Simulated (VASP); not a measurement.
# InAs: single point with PBEsol

Crystal: InAs.

```
In As
1.0
     0.00000    2.87730    2.87730
     2.87730    0.00000    2.87730
     2.87730    2.87730    0.00000
In As
1 1
Direct
  0.50000 0.50000 0.50000
  0.00000 0.00000 0.00000
```

```
Program             : VASP 6.6.1
Task                : single point
Functional          : PBEsol
Potentials or basis : VASP PAW PBE potentials, release 64 (In_d, As)
Cutoff              : 500 eV
k mesh              : 5 × 5 × 5
Occupations         : fermi-dirac, width 0.05 eV
Spin                : no spin polarisation
```

```yaml
Pressure: -3.0 GPa
Band_gap_on_the_k_mesh: zero (band 9 reaches 6.16 eV, above the bottom of band 10 at 3.72 eV)
```

Levels at points of the mesh, in eV from the Fermi level:
```
           k point  band 6  band 7  band 8  band 9  band 10  band 11  band 12  band 13
(0.00, 0.00, 0.00)  -12.26   -0.87   -0.33   -0.33    -0.33     6.98     6.98     6.98
```

Run time: 20 s on 1 thread of AMD EPYC 7R13, on a shared host, peak memory 0.13 GiB.

Caveat: the k points lie up to 0.38 Å⁻¹ apart; the PAW data sets were made with another functional, which shifts forces and pressure a little; spin-orbit coupling is left out, which moves the levels of the heavy elements.
